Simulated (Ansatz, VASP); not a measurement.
Hg in VASP and in Ansatz

```
Hg
1.0
     3.22500    0.00063    0.00000
     1.61150    2.79694    0.00000
     0.00871    1.78443    8.61467
Hg
1
Direct
  0.50000 0.00000 0.00000
```

Alike in both runs: task single point; functional PBEsol; k mesh 10 × 10 × 4; occupations gaussian, width 0.05 eV; no spin polarisation.

|  | VASP | Ansatz |
| --- | --- | --- |
| version | VASP 6.6.1 | Ansatz 0.2.0 |
| potentials or method | VASP PAW PBE potentials, release 64 (Hg), cutoff 520 eV | scalar-relativistic, plane waves, PAW |
| valence electrons in the cell | 12 | 20 |

|  | VASP | Ansatz | Ansatz less VASP |
| --- | --- | --- | --- |
| gap on the k mesh at the Fermi level (eV) | 0.76 | 0.76 | -0.008 |
| least direct gap on the mesh (eV) | 1.03 | 1.01 | -0.015 |
| pressure (GPa) | 0.0 | 0.0 | -0.03 |
| traceless stress, the component that is largest in VASP (GPa) | -0.07 | -0.01 | +0.060 |

VASP's potentials were made for PBE, not for PBEsol. VASP's potentials hold 12 valence electrons a cell and Ansatz's 20, so a difference there can come from the potentials and not from the codes.

Spin-orbit coupling is off throughout.
